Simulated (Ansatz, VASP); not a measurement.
## One calculation of AlN, two programs

The input INCAR:

```
PREC = Accurate ; ENCUT = 520
EDIFF = 1E-6 ; ISMEAR = 0
SIGMA = 0.05 ; LREAL = False
LASPH = True ; NELM = 80
ALGO = Normal ; ISIF = 2
LWAVE = False ; LCHARG = False
NBANDS = 11
```

KPOINTS

```
regular mesh
0
Gamma
  10 10 10
```

POSCAR

```
AlN
1.0
    0.0000000000      2.0552166264      2.4662599517
    2.0552166264      0.0000000000      2.4662599517
    2.0552166264      2.0552166264      0.0000000000
Al N
1 1
Direct
    0.0000000000      0.0000000000      0.0000000000
    0.7500000000      0.7500000000      0.7500000000
```

Input for Ansatz:

```yaml
crystal:
  lattice:
    - [0.0, 2.0552166264, 2.4662599517]
    - [2.0552166264, 0.0, 2.4662599517]
    - [2.0552166264, 2.0552166264, 0.0]
  atoms:
    - { symbol: Al, position: [0.0, 0.0, 0.0] }
    - { symbol: "N", position: [0.75, 0.75, 0.75] }
basis:
  ecutwfc: 420
kpoints:
  mp_grid: { grid: [10, 10, 10] }
hamiltonian:
  xc: lda
scf:
  occupations: { method: gaussian, width: 0.05 }
output:
  forces: true
  stress: true
  eigenvalues: true
```

Alike in both runs: task single point; functional LDA; k mesh 10 × 10 × 10; occupations gaussian, width 0.05 eV; no spin polarisation.

```csv
,VASP,Ansatz
version,VASP 6.6.1,Ansatz 0.2.0
potentials or method,"VASP PAW LDA potentials, release 64 (Al, N), cutoff 520 eV","scalar-relativistic, plane waves, PAW"
valence electrons in the cell,8,8
```

Ansatz gave:

* gap on the k mesh at the Fermi level (eV): 2.56
* least direct gap on the mesh (eV): 3.54
* pressure (GPa): -5.6
* traceless stress, the component that is largest in VASP (GPa): -27.53

Q: Which values does VASP return?

A: gap on the k mesh at the Fermi level (eV): 2.53; least direct gap on the mesh (eV): 3.54; pressure (GPa): -5.1; traceless stress, the component that is largest in VASP (GPa): -27.48.

LDA's correlation is that of Perdew and Zunger in VASP and of Perdew and Wang (1992) in Ansatz.
